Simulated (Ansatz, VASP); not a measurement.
Ti3Si2: VASP beside Ansatz

The input INCAR:

```
ALGO = Fast ; EDIFF = 1E-6
EDIFFG = -0.04 ; ENCUT = 600
GGA = PE ; IBRION = 2
ISIF = 3 ; ISMEAR = 0
LASPH = True ; LCHARG = False
LREAL = False ; LWAVE = False
NELM = 100 ; NSW = 90
PREC = Accurate ; SIGMA = 0.1
```

KPOINTS

```
k-points
0
Gamma
  3 3 4
```

File POSCAR:

```
Ti3Si2
1.0
    6.7946779900      0.0000000000      0.0000000000
   -3.3973390000      5.8843637500      0.0000000000
    0.0000000000      0.0000000000      4.2427434200
Ti Si
6 4
Direct
    0.9212909600      0.6165569700      0.7500000000
    0.0787090400      0.3834430300      0.2500000000
    0.6952660100      0.0787090400      0.7500000000
    0.3047339900      0.9212909600      0.2500000000
    0.3834430300      0.3047339900      0.7500000000
    0.6165569700      0.6952660100      0.2500000000
    0.3333333300      0.6666666700      0.7500000000
    0.6666666700      0.3333333300      0.2500000000
    0.0000000000      0.0000000000      0.0000000000
    0.0000000000      0.0000000000      0.5000000000
```

Input for Ansatz:

```yaml
crystal:
  lattice:
    - [6.79467799, 0.0, 0.0]
    - [-3.397339, 5.88436375, 0.0]
    - [0.0, 0.0, 4.24274342]
  atoms:
    - { symbol: Ti, position: [0.92129096, 0.61655697, 0.75] }
    - { symbol: Ti, position: [0.07870904, 0.38344303, 0.25] }
    - { symbol: Ti, position: [0.69526601, 0.07870904, 0.75] }
    - { symbol: Ti, position: [0.30473399, 0.92129096, 0.25] }
    - { symbol: Ti, position: [0.38344303, 0.30473399, 0.75] }
    - { symbol: Ti, position: [0.61655697, 0.69526601, 0.25] }
    - { symbol: Si, position: [0.33333333, 0.66666667, 0.75] }
    - { symbol: Si, position: [0.66666667, 0.33333333, 0.25] }
    - { symbol: Si, position: [0.0, 0.0, 0.0] }
    - { symbol: Si, position: [0.0, 0.0, 0.5] }
basis:
  ecutwfc: 420
kpoints:
  mp_grid: { grid: [3, 3, 4] }
hamiltonian:
  xc: pbe
scf:
  occupations: { method: gaussian, width: 0.1 }
  lower_state_search: "off"
output:
  forces: true
  stress: true
  eigenvalues: true
relax:
  adjacent_minimum: "off"
  f_tol: 0.04
  max_steps: 70
  cell: { stress_tol: 0.4 }
```

Change from the starting cell: species swapped into the Ho3Ru2 type (P6_3/m, No. 176).

Alike in both runs: task relaxation of cell and atoms; functional PBE; k mesh 3 × 3 × 4; occupations gaussian, width 0.1 eV; no spin polarisation.

|  | VASP | Ansatz |
| --- | --- | --- |
| version | VASP 6.6.1 | Ansatz 0.2.0 |
| potentials or method | VASP PAW PBE potentials, release 64 (Ti_sv, Si), cutoff 600 eV | scalar-relativistic, plane waves, PAW |
| valence electrons in the cell | 88 | 88 |

VASP gave:

- gap on the k mesh at the Fermi level, each at its own relaxed structure (eV): none
- relaxed volume (Å³/atom): 16.32
- relaxed cell length with the largest relative difference (Å): 6.525

Question: Which values does Ansatz return?

Answer: gap on the k mesh at the Fermi level, each at its own relaxed structure (eV): none; relaxed volume (Å³/atom): 16.36; relaxed cell length with the largest relative difference (Å): 6.534.

A gap of «none» marks a metal or a gap that the smearing closes.

The k mesh is coarse, so the values compare programs but aren't converged.
